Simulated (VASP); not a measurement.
## Ti5H: single point with PBE

System: Ti5H, a slab with vacuum.

```
Ti H
1.0
     2.93816    0.00000    0.00000
    -1.46908    2.54452    0.00000
     0.00000    0.00000   24.71171
Ti H
5 1
Cartesian
  1.4691 0.8482 4.0000
  0.0000 1.6963 6.3252
  1.4691 0.8482 8.6657
  0.0000 1.6963 11.0601
  2.1490 0.4556 13.3623
  3.6727 1.2723 14.3692
```

* Program: VASP 6.6.1
* Task: single point
* Functional: PBE
* Potentials or basis: VASP PAW PBE potentials, release 64 (Ti_sv, H)
* Cutoff: 520 eV
* k mesh: 9 × 9 × 1
* Occupations: gaussian, width 0.1 eV
* Spin: no spin polarisation

* Largest force: 0.528 eV/Å
* Band gap on the k mesh: zero (an odd number of electrons rules out a gap without spin polarisation)

Forces in eV/Å, atoms in the order of the input:
```
Ti  -0.008  0.005  0.528
Ti   0.007 -0.004 -0.496
Ti   0.035 -0.020  0.110
Ti   0.135 -0.078 -0.135
Ti   0.004 -0.002 -0.015
H   -0.172  0.099  0.009
```

Levels at points of the mesh, in eV from the Fermi level:
```csv
k point,band 26,band 27,band 28,band 29,band 30,band 31,band 32,band 33,band 34,band 35
"(0.00, 0.00, 0.00)",-1.05,-0.12,0.15,0.27,0.53,0.68,0.73,0.74,0.78,0.79
```

Wall time 4.8 min on 1 thread of Intel(R) Xeon(R) 6975P-C (Granite Rapids), on a shared host, peak memory 0.4 GiB.
